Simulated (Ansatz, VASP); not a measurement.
# Au in VASP and in Ansatz

File INCAR:

```
SYSTEM = Au
PREC = Accurate ; ENCUT = 520
EDIFF = 1E-6 ; ISMEAR = -1
SIGMA = 0.1 ; LREAL = .False.
LASPH = .True. ; NELM = 100
ALGO = Normal ; ISIF = 2
LWAVE = .False. ; LCHARG = .True.
GGA = B5 ; ALDAX = 1.0
AGGAX = 1.0 ; AGGAC = 1.0
ALDAC = 0.0 ; LELF = .True.
LVHAR = .True. ; NBANDS = 12
```

File KPOINTS:

```
Automatic mesh
0
Gamma
  13 13 13
  0 0 0
```

POSCAR

```
Au
1.0
    2.8529439766      0.0000000000      0.0000000000
    0.0000000000      2.8529439766      0.0000000000
    0.0000000000      0.0000000000      2.8529439766
Au
1
Direct
    0.0000000000      0.0000000000      0.0000000000
```

Input for Ansatz:

```yaml
crystal:
  lattice:
    - [2.8529439766, 0.0, 0.0]
    - [0.0, 2.8529439766, 0.0]
    - [0.0, 0.0, 2.8529439766]
  atoms:
    - { symbol: Au, position: [0.0, 0.0, 0.0] }
hamiltonian:
  xc: blyp
  pseudopotentials:
    kind: paw
    azcp:
      Au: "pseudopotentials/Au.paw.azcp"
basis:
  ecutwfc: 420
  fft_grid_basis: typed
kpoints:
  mp_grid: { grid: [13, 13, 13], shift: [0, 0, 0] }
magnetization:
  spin_polarized: false
scf:
  occupations: { method: fermi_dirac, width: 0.1 }
  lower_state_search: "off"
output:
  stress: true
  write_density: true
  write_potential: true
  elf: true
  volumetric_format: npy
```

Alike in both runs: task single point; functional BLYP; k mesh 13 × 13 × 13; occupations fermi-dirac, width 0.1 eV; no spin polarisation.

|  | VASP | Ansatz |
| --- | --- | --- |
| version | VASP 6.6.1 | Ansatz 0.2.0 |
| potentials or method | VASP PAW PBE potentials, release 64 (Au), cutoff 520 eV | plane waves (420 eV) with PAW, scalar-relativistic |
| valence electrons in the cell | 11 | 19 |

|  | VASP | Ansatz | Ansatz less VASP |
| --- | --- | --- | --- |
| pressure (GPa) | -2.5 | -2.8 | -0.33 |

VASP's potentials were made for PBE, not for BLYP. The functional is the same, so the differences come from potentials, cutoffs and numerics. VASP's potentials hold 11 valence electrons a cell and Ansatz's 19, so a difference there can come from the potentials and not from the codes.

Neither program's run includes spin-orbit coupling.
